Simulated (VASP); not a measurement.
A run of VASP 6.6.1 is set up as follows.

Contents of INCAR:

```
PREC     = Accurate       # precision mode
ENCUT    = 520            # plane-wave cutoff, eV
EDIFF    = 1E-6           # SCF threshold, eV
ISMEAR   = -1             # smearing method
SIGMA    = 0.05           # smearing width, eV
LREAL    = F              # projectors in reciprocal space
LASPH    = T              # aspherical terms in the spheres
NELM     = 80             # most SCF steps
ALGO     = Normal         # electronic algorithm
ISIF     = 2              # what is computed and relaxed
LWAVE    = F              # write WAVECAR
LCHARG   = T              # write CHGCAR
GGA      = RP             # functional
LELF     = T              # ELF
LVHAR    = T            
NBANDS   = 15             # bands
```

KPOINTS

```
regular mesh
0
Gamma
  9 9 9
```

POSCAR

```
SrO
1.0
    0.0000000000      2.5663000000      2.5663000000
    2.5663000000      0.0000000000      2.5663000000
    2.5663000000      2.5663000000      0.0000000000
Sr O
1 1
Direct
    0.5000000000      0.5000000000      0.5000000000
    0.0000000000      0.0000000000      0.0000000000
```

Potentials or basis: VASP PAW PBE potentials, release 64 (Sr_sv, O).

Run with:

```sh
$ cat potpaw_PBE.64/Sr_sv/POTCAR potpaw_PBE.64/O/POTCAR > POTCAR
$ mpirun -np 1 vasp_std > vasp.out
```

What does it give for the band gap on the k mesh?

3.44 eV, indirect (least direct gap 3.53 eV).

Predict the pressure.

7.0 GPa.

Caveat: the PAW data sets were made with another functional, which shifts forces and pressure a little. A k mesh can miss the band edges.
